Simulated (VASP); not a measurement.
# ZnB6 in VASP: notebook

Runs on ZnB6. Level: PBE. Tasks: single point.

Everything below comes from runs of VASP 6.6.1. Logs are shortened: lines on timing, memory, paths and dates and some standing lists are left out, and cuts for length are marked.

## Step 1: The cell of the first run

Symmetry: P4mm, No. 99, tetragonal system. Conventional cell: a = 4.197 Å, b = 4.197 Å, c = 4.221 Å, α = 90.00°, β = 90.00°, γ = 90.00°. Zn (site symmetry 4mm) has 12 B at 2.30 to 3.11 Å within 3.2 Å. Within 2.3 Å of B (site symmetry m) lie 5 B at 1.73 to 1.79 Å and 2 Zn at 2.30 Å. Within 2.2 Å of B (site symmetry 4mm) lie 5 B at 1.66 to 1.79 Å. B (site symmetry 4mm) has 5 B at 1.66 to 1.76 Å within 2.2 Å.

## Step 2: Single point, PBE

The input, INCAR:

```
ALGO     = Normal         # electronic algorithm
EDIFF    = 1E-6           # SCF threshold, eV
ENCUT    = 500            # plane-wave cutoff, eV
GGA      = PE             # functional
GGA_COMPAT= False        
ISIF     = 2              # what is computed and relaxed
ISMEAR   = 0              # smearing method
LASPH    = True           # aspherical terms in the spheres
LCHARG   = False          # write CHGCAR
LREAL    = False          # projectors in reciprocal space
LWAVE    = False          # write WAVECAR
NBANDS   = 24             # bands
NELM     = 120            # most SCF steps
PREC     = Accurate       # precision mode
SIGMA    = 0.1            # smearing width, eV
```

The input, KPOINTS:

```
k-points
0
Gamma
  4 4 4
```

The input, POSCAR:

```
ZnB6
1.0
    4.1966150513      0.0000000000      0.0000000000
    0.0000000000      4.1966150513      0.0000000000
    0.0000000000      0.0000000000      4.2210818905
Zn B
1 6
Direct
    0.5000000000      0.5000000000      0.6444617886
    0.7056786013      0.0000000000      0.5578103913
    0.2943213987      0.0000000000      0.5578103913
    0.0000000000      0.7056786013      0.5578103913
    0.0000000000      0.2943213987      0.5578103913
    0.0000000000      0.0000000000      0.8650257505
    0.0000000000      0.0000000000      0.2592261390
```

Potentials or basis: VASP PAW PBE potentials, release 64 (Zn, B).

Run with:

```
$ cat potpaw_PBE.64/Zn/POTCAR potpaw_PBE.64/B/POTCAR > POTCAR
$ mpirun -np 1 vasp_std > vasp.out
```

OUTCAR:

```text
EDIFF = 1E-6
   ENCUT = 500
   GGA = PE
   ISIF = 2
   ISMEAR = 0
   LASPH = True
   LREAL = False
   NELM = 120
   PREC = Accurate

 ion  position               nearest neighbor table
   1  0.500  0.500  0.644-   2 2.30   3 2.30   4 2.30   5 2.30   2 2.30   3 2.30   4 2.30   5 2.30

   2  0.706  0.000  0.558-   3 1.73   4 1.75   5 1.75   7 1.76   6 1.79   1 2.30   1 2.30
   3  0.294  0.000  0.558-   2 1.73   4 1.75   5 1.75   7 1.76   6 1.79   1 2.30   1 2.30
   4  0.000  0.706  0.558-   5 1.73   3 1.75   2 1.75   7 1.76   6 1.79   1 2.30   1 2.30
   5  0.000  0.294  0.558-   4 1.73   3 1.75   2 1.75   7 1.76   6 1.79   1 2.30   1 2.30
   6  0.000  0.000  0.865-   7 1.66   3 1.79   4 1.79   5 1.79   2 1.79
   7  0.000  0.000  0.259-   6 1.66   3 1.76   4 1.76   5 1.76   2 1.76

  LATTYP: Found a simple tetragonal cell.
 ALAT       =     4.1966150513
 C/A-ratio  =     1.0058301366

  Lattice vectors:

 A1 = (   4.1966150513,   0.0000000000,   0.0000000000)
 A2 = (   0.0000000000,   4.1966150513,   0.0000000000)
 A3 = (   0.0000000000,   0.0000000000,   4.2210818905)

Analysis of symmetry for initial positions (statically):
=====================================================================
 Subroutine PRICEL returns:
 Original cell was already a primitive cell.

 Routine SETGRP: Setting up the symmetry group for a
 simple tetragonal supercell.

 Subroutine GETGRP returns: Found  8 space group operations
 (whereof  8 operations were pure point group operations)
 out of a pool of 16 trial point group operations.

The static configuration has the point symmetry C_4v.

Analysis of symmetry for dynamics (positions and initial velocities):
=====================================================================
 Subroutine PRICEL returns:
 Original cell was already a primitive cell.

 Routine SETGRP: Setting up the symmetry group for a
 simple tetragonal supercell.

 Subroutine GETGRP returns: Found  8 space group operations
 (whereof  8 operations were pure point group operations)
 out of a pool of 16 trial point group operations.

The dynamic configuration has the point symmetry C_4v.

 Subroutine INISYM returns: Found  8 space group operations
 (whereof  8 operations are pure point group operations),
 and found     1 'primitive' translations

----------------------------------------------------------------------------------------

                                     Primitive cell

  volume of cell :      74.3399
[... 97 lines left out ...]
   NFREE  =      0    steps in history (QN), initial steepest desc. (CG)
   ISIF   =      2    stress and relaxation
   ISYM   =      2    0-nonsym 1-usesym 2-fastsym
   POTIM  = 0.5000    time-step for ionic-motion
   TEBEG  =    0.0;   TEEND  =   0.0 temperature during run
   PSTRESS=    0.0 pullay stress
   NELECT =      30.0000    total number of electrons
   NUPDOWN=      -1.0000    fix difference up-down
   EMIN   =  10.00;   EMAX   =-10.00  energy-range for DOS
   EFERMI =   0.00;   METHOD = LEGACY
   ISMEAR =     0;   SIGMA  =   0.10  broadening in eV -4-tet -1-fermi 0-gaus
   EFERMI_NEDOS =   21; number of points for ismear=-14 and -15
   IALGO  =     38    algorithm
   IMIX   =      4    mixing-type and parameters
     AMIX     =   0.40;   BMIX     =  1.00
     AMIX_MAG =   1.60;   BMIX_MAG =  1.00
  volume/ion in A,a.u.               =      10.62        71.67
  Fermi-wavevector in a.u.,A,eV,Ry     =   1.209784  2.286161 19.913184  1.463578
  Thomas-Fermi vector in A             =   2.345351
   LORBIT       =      0    0 simple, 1 ext, 2 COOP (PROOUT), +10 PAW based schemes
   GGA     = PE    functional components
   LHFCALC =     F    Hartree Fock is set to
   AEXX    =    0.0000 exact exchange contribution
   IVDW    =     0    specifies the selected vdW correction
   LEPSILON=     F    determine dielectric tensor
   LRPA    =     F    only Hartree local field effects (RPA)
 non-spin polarized calculation
 Gauss-broadening in eV      SIGMA  =   0.10
  energy-cutoff  :      500.00
  volume of cell :       74.34
 maximum number of plane-waves:      1924
 NGX is ok and might be reduce to    32
   NGX = 15   NGY = 15   NGZ = 15

 number of electron      29.9999998 magnetization

 Free energy of the ion-electron system (eV)
  ---------------------------------------------------
  ext. energy  EPLUGINS =         0.00000000
  ---------------------------------------------------
  free energy    TOTEN  =       -39.78736839 eV

  energy without entropy =      -39.78069796  energy(sigma->0) =      -39.78403317

 E-fermi :   3.1363     XC(G=0):  -9.9880

 val. band max:        3.1085596986   @ k =   0.0000   0.0000   0.0000
 cond. band min:       3.1862186424   @ k =   0.2500   0.0000   0.0000
 fundamental gap:      0.0776589438
 Fermi energy:         3.1363394586

 k-point     1 :       0.0000    0.0000    0.0000
  band No.  band energies     occupation
      1     -11.6201      2.00000
      2      -5.5185      2.00000
      3      -5.3269      2.00000
      4      -4.9499      2.00000
      5      -4.7710      2.00000
      6      -4.7710      2.00000
[... 475 lines left out ...]
     23      11.1488      0.00000
     24      11.5332      0.00000

------------------------ aborting loop because EDIFF is reached ----------------------------------------

  FORCE on cell =-STRESS in cart. coord.  units (eV):
  Direction    XX          YY          ZZ          XY          YZ          ZX
  --------------------------------------------------------------------------------------
  -------------------------------------------------------------------------------------
  Total        0.5797629      0.5797629     -0.2692885      0.0000000      0.0000000      0.0000000
  in kB       12.4950771     12.4950771     -5.8037176      0.0000000      0.0000000      0.0000000
  external PRESSURE =       6.3954789 kB  Pullay stress =       0.0000000 kB

 VOLUME and BASIS-vectors are now :
 -----------------------------------------------------------------------------
  energy-cutoff  :      500.00
  volume of cell :       74.34
      direct lattice vectors                 reciprocal lattice vectors
     4.196615051  0.000000000  0.000000000     0.238287283  0.000000000  0.000000000
     0.000000000  4.196615051  0.000000000     0.000000000  0.238287283  0.000000000
     0.000000000  0.000000000  4.221081890     0.000000000  0.000000000  0.236906089

 POSITION                                       TOTAL-FORCE (eV/Angst)
 -----------------------------------------------------------------------------------
      2.09831      2.09831      2.72033         0.000000     -0.000000     -0.007079
      2.96146      0.00000      2.35456        -0.071105      0.000000      0.007637
      1.23515      0.00000      2.35456         0.071105      0.000000      0.007637
      0.00000      2.96146      2.35456        -0.000000     -0.071105      0.007637
      0.00000      1.23515      2.35456         0.000000      0.071105      0.007637
      0.00000      0.00000      3.65134         0.000000     -0.000000      0.050496
      0.00000      0.00000      1.09421         0.000000      0.000000     -0.073967
 -----------------------------------------------------------------------------------
    total drift:                                0.000000     -0.000000     -0.001307

  FREE ENERGIE OF THE ION-ELECTRON SYSTEM (eV)
  ---------------------------------------------------
  free  energy   TOTEN  =       -39.7873683865 eV

  energy  without entropy=      -39.7806979631  energy(sigma->0) =      -39.78403317
```

OSZICAR:

```text
N       E                     dE             d eps       ncg     rms          rms(c)
DAV:   1     0.138801280325E+03    0.13880E+03   -0.12899E+04   864   0.126E+03
DAV:   2    -0.347345458926E+02   -0.17354E+03   -0.16028E+03   952   0.291E+02
DAV:   3    -0.468755361731E+02   -0.12141E+02   -0.11982E+02  1128   0.775E+01
DAV:   4    -0.470776789006E+02   -0.20214E+00   -0.20196E+00  1104   0.950E+00
DAV:   5    -0.470810499245E+02   -0.33710E-02   -0.33707E-02  1136   0.113E+00    0.106E+01
DAV:   6    -0.405551745201E+02    0.65259E+01   -0.11430E+01  1296   0.932E+01    0.832E+00
DAV:   7    -0.398181927621E+02    0.73698E+00   -0.83460E+00  1064   0.216E+01    0.278E+00
DAV:   8    -0.397895287539E+02    0.28664E-01   -0.26109E-01  1016   0.392E+00    0.158E+00
DAV:   9    -0.397848103315E+02    0.47184E-02   -0.67893E-02  1120   0.192E+00    0.278E-01
DAV:  10    -0.397861887287E+02   -0.13784E-02   -0.99868E-03  1064   0.152E+00    0.135E-01
DAV:  11    -0.397871764262E+02   -0.98770E-03   -0.22881E-03  1056   0.626E-01    0.441E-02
DAV:  12    -0.397873082715E+02   -0.13185E-03   -0.28796E-04  1080   0.109E-01    0.352E-02
DAV:  13    -0.397873636447E+02   -0.55373E-04   -0.87838E-05  1040   0.636E-02    0.576E-03
DAV:  14    -0.397873676833E+02   -0.40386E-05   -0.90678E-06  1088   0.216E-02    0.268E-03
DAV:  15    -0.397873683865E+02   -0.70321E-06   -0.12124E-06   920   0.118E-02
   1 F= -.39787368E+02 E0= -.39784033E+02  d E =-.667042E-02
```

stdout:

```text
POSCAR found type information on POSCAR ZnB
 POSCAR found :  2 types and       7 ions
 scaLAPACK will be used
 LDA part: xc-table for (Slater+PW92), standard interpolation
 POSCAR, INCAR and KPOINTS ok, starting setup
 FFT: planning ... GRIDC
 FFT: planning ... GRID_SOFT
 FFT: planning ... GRID
 WAVECAR not read
 entering main loop
```

Run time: 35 s. Hardware: 1 thread of Intel Xeon Platinum 8488C (Sapphire Rapids), shared host; peak memory 0.18 GiB.

What came out:

```yaml
Free_energy: -39.7874 eV
Pressure: 0.6 GPa
Largest_force: 0.074 eV/Å
Band_gap_on_the_k_mesh: zero (bands 15 and 16 overlap by 0.14 eV)
```

Forces in eV/Å, atoms in the order of the input:
```
Zn   0.000  0.000 -0.007
B   -0.071  0.000  0.008
B    0.071  0.000  0.008
B    0.000 -0.071  0.008
B    0.000  0.071  0.008
B    0.000  0.000  0.050
B    0.000  0.000 -0.074
```

Caveat: the k points lie up to 0.37 Å⁻¹ apart.

## Step 3: Single point, PBE

The input, INCAR:

```
SYSTEM = ZnB6
PREC = Accurate
ENCUT = 500
EDIFF = 1E-6
ISMEAR = 0
SIGMA = 0.1
LREAL = .FALSE.
LASPH = .TRUE.
NELM = 120
ALGO = Normal
ISIF = 2
LWAVE = .FALSE.
LCHARG = .TRUE.
GGA = PE
LELF = .TRUE.
LVHAR = .TRUE.
NBANDS = 24
GGA_COMPAT = .FALSE.
```

The input, KPOINTS:

```
regular mesh
0
G
  6 6 6
  0 0 0
```

The input, POSCAR:

```
ZnB6
1.0
    4.1965779433     -0.0006207154     -0.0053242098
    0.0002567288      4.2210818815      0.0001008305
   -0.0053450461     -0.0000777218      4.1966453315
Zn B
1 6
Direct
   -0.0000059542      0.3555382114      0.0000005619
    0.7943154445      0.4421896087      0.5002087157
    0.2056866335      0.4421653554      0.4997906272
    0.5002108758      0.4421790958      0.7943139756
    0.4997923322      0.4421796182      0.2056865761
    0.4999897575      0.1349742495      0.5000003418
    0.5000109107      0.7407738610      0.4999992017
```

Potentials or basis: VASP PAW PBE potentials, release 64 (Zn, B).

Run with:

```
$ cat potpaw_PBE.64/Zn/POTCAR potpaw_PBE.64/B/POTCAR > POTCAR
$ mpirun -np 1 vasp_std > vasp.out
```

It took 3.5 min on 1 thread of Intel Xeon Platinum 8488C (Sapphire Rapids), shared host; peak memory 0.28 GiB.

The run converged. Its results:

| Quantity | Value |
| --- | --- |
| Free energy | -39.8267 eV |
| Pressure | 0.2 GPa |
| Largest force | 0.015 eV/Å |
| Band gap on the k mesh | zero (bands 15 and 16 overlap by 0.34 eV) |

Forces in eV/Å, atoms in the order of the input:
```
Zn   0.000 -0.008  0.000
B    0.010  0.002  0.000
B   -0.009  0.002  0.000
B    0.000  0.002  0.009
B    0.000  0.002 -0.009
B    0.000 -0.015  0.000
B    0.000  0.015  0.000
```

Stress tensor (GPa, compression positive):
```
0.24 0.00 0.01
0.00 0.01 0.00
0.01 0.00 0.23
```

Levels at points of the mesh, in eV from the Fermi level:
```tsv
k point	band 13	band 14	band 15	band 16	band 17	band 18
(0.00, 0.00, 0.00)	-0.42	0.04	0.04	1.74	1.78	2.37
(0.50, 0.00, 0.00)	-2.51	-1.84	-0.45	0.17	2.60	4.61
(0.00, 0.50, 0.00)	-1.95	-1.74	-0.35	1.69	1.96	2.78
(0.50, 0.50, 0.00)	-1.81	-1.66	-1.47	0.34	3.43	3.62
(0.00, 0.00, 0.50)	-2.51	-1.84	-0.45	0.17	2.60	4.61
(0.50, 0.00, 0.50)	-2.10	-1.80	-1.80	3.25	3.28	3.28
(0.00, 0.50, 0.50)	-1.81	-1.66	-1.47	0.34	3.43	3.62
(0.50, 0.50, 0.50)	-1.57	-1.57	-1.17	1.12	5.41	6.37
```

The gap in the log of VASP goes by the Fermi energy; the results here count the filled bands.